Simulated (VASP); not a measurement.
Wanted: the native input for a VASP 6.6.1 run.

| Item | Value |
| --- | --- |
| Task | single point |
| Functional | LDA |
| Potentials or basis | VASP PAW LDA potentials, release 64 (Te) |
| Cutoff | 520 eV |
| k mesh | 15 × 15 × 15 |
| Occupations | gaussian, width 0.15 eV |
| Spin | no spin polarisation |
| Dipole correction | no |
| Further INCAR settings | ALGO = Normal; EDIFF = 1e-06; NBANDS = 9 |

The structure of Te lies in POSCAR:

```
Te
1.0
    2.3059043427      1.3313144930      1.6909537039
   -2.3059043427      1.3313144930      1.6909537039
    0.0000000000     -2.6626289859      1.6909537039
Te
1
Direct
    0.5000000000      0.5000000000      0.5000000000
```

The input as run:

INCAR

```
SYSTEM = Te
  PREC = Accurate
  ENCUT = 520
  EDIFF = 1E-6
  ISMEAR = 0
  SIGMA = 0.15
  LREAL = .FALSE.
  LASPH = .TRUE.
  NELM = 80
  ALGO = Normal
  ISIF = 2
  LWAVE = .FALSE.
  LCHARG = .FALSE.
  GGA = CA
  NBANDS = 9
```

KPOINTS

```
regular mesh
0
G
  15 15 15
  0 0 0
```

Potentials or basis: VASP PAW LDA potentials, release 64 (Te).

The run is started by

```console
$ cat potpaw_LDA.64/Te/POTCAR > POTCAR
$ mpirun -np 1 vasp_std > vasp.out
```

Results of the run:

```json
{
  "Pressure": "-1.3 GPa",
  "Band gap on the k mesh": "zero (band 3 reaches 9.36 eV, above the bottom of band 4 at 4.47 eV)"
}
```

Caveat: spin-orbit coupling is left out, which moves the levels of the heavy elements.

Wall time 22 s on 1 thread of Intel Xeon 6975P-C, with other jobs on the host, peak memory 0.2 GiB.
